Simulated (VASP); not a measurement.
A run of VASP 6.6.1 is set up as follows.

The input INCAR:

```
SYSTEM = MgZn5S6
ALGO = Normal
EDIFF = 1E-6
ENCUT = 520
GGA = PE
ISIF = 2
ISMEAR = 0
LASPH = .True.
LCHARG = .False.
LREAL = .False.
LWAVE = .False.
NBANDS = 61
NELM = 60
PREC = Accurate
SIGMA = 0.1
```

The input KPOINTS:

```
k-points
0
Gamma
  6 6 1
  0 0 0
```

POSCAR

```
MgZn5S6
1.0
    3.8772105046      0.0000111016     -0.0000508897
   -1.9385951528      3.3577121117     -0.0000387784
   -0.0002293079     -0.0003914171     19.0290630030
Mg Zn S
1 5 6
Direct
    0.3334710524      0.6667806784      0.1665423451
    0.0004633043      0.0000578243      0.9959351257
   -0.0002509427     -0.0000359699      0.5021377452
    0.6666162342      0.3332436072      0.6668153756
    0.6660794753      0.3333273555      0.3376583967
    0.3336433109      0.6666396411      0.8312114561
    0.0001497205      0.0000940632      0.1196432772
   -0.0000434525     -0.0000794710      0.6262979494
    0.3327918918      0.6666632031      0.2964383904
    0.6669341499      0.3333055715      0.7907429555
    0.6663878572      0.3332843046      0.4614410453
    0.3337573984      0.6667191917      0.9551349380
```

Potentials or basis: VASP PAW PBE potentials, release 64 (Mg, Zn, S).

The run is started by

```bash
$ cat potpaw_PBE.64/Mg/POTCAR potpaw_PBE.64/Zn/POTCAR potpaw_PBE.64/S/POTCAR > POTCAR
$ mpirun -np 1 vasp_std > vasp.out
```

Question: Predict the band gap on the k mesh.

Answer: 2.11 eV.

Question: What does it give for the largest force?

Answer: 0.029 eV/Å.

Forces in eV/Å, atoms in the order of the input:
```
Mg   0.000  0.000 -0.005
Zn  -0.001  0.000 -0.003
Zn   0.000  0.000  0.003
Zn   0.000  0.000  0.003
Zn   0.001  0.000 -0.001
Zn  -0.001  0.000  0.001
S    0.000  0.000  0.029
S    0.000  0.000 -0.001
S    0.001  0.000 -0.020
S    0.000  0.000 -0.004
S    0.000  0.000 -0.002
S    0.000  0.000  0.002
```
